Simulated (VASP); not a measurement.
Ge: single point with HF

Crystal: Ge.

```xyz
2
Lattice="4.1454 0.0000 0.0000 -2.0727 3.5901 0.0000 0.0000 0.0000 3.3769" Properties=species:S:1:pos:R:3 pbc="T T T"
Ge    2.0727    1.1967    0.3016
Ge    0.0000    2.3934    3.0753
```

| Item | Value |
| --- | --- |
| Program | VASP 6.6.1 |
| Task | single point |
| Functional | HF |
| Potentials or basis | VASP PAW PBE potentials, release 64 (Ge_d) |
| Cutoff | 520 eV |
| k mesh | 4 × 4 × 4 |
| Occupations | fermi-dirac, width 0.05 eV |
| Spin | no spin polarisation |

| Quantity | Value |
| --- | --- |
| Pressure | -0.5 GPa |
| Largest force | 0.011 eV/Å |
| Band gap on the k mesh | zero (band 14 reaches 9.96 eV, above the bottom of band 15 at 1.75 eV) |

Forces in eV/Å, atoms in the order of the input:
```
Ge   0.000  0.000  0.011
Ge   0.000  0.000 -0.011
```

Stress tensor (GPa, compression positive):
```
-0.48  0.00  0.00
 0.00 -0.48  0.00
 0.00  0.00 -0.39
```

Levels at points of the mesh, in eV from the Fermi level:
```tsv
k point	band 10	band 11	band 12	band 13	band 14	band 15	band 16	band 17	band 18	band 19
(0.00, 0.00, 0.00)	-41.26	-21.09	-6.26	-6.26	-5.03	3.36	4.52	4.52	4.99	8.66
(0.50, 0.00, 0.00)	-41.19	-18.27	-15.61	-8.17	-2.24	5.03	5.88	10.14	10.46	11.73
(0.00, 0.00, 0.50)	-41.25	-18.92	-11.74	-4.79	-4.79	1.75	5.18	6.08	6.08	9.85
(0.50, 0.00, 0.50)	-41.19	-16.14	-13.50	-8.24	-6.57	-4.88	3.44	6.66	7.27	14.48
```

It took 21 min on 1 thread of Intel(R) Xeon(R) Platinum 8375C CPU @ 2.90GHz (Ice Lake), with other jobs on the host, peak memory 0.18 GiB.

Caveat: the k points lie up to 0.47 Å⁻¹ apart; the PAW data sets were made with another functional, which shifts forces and pressure a little.
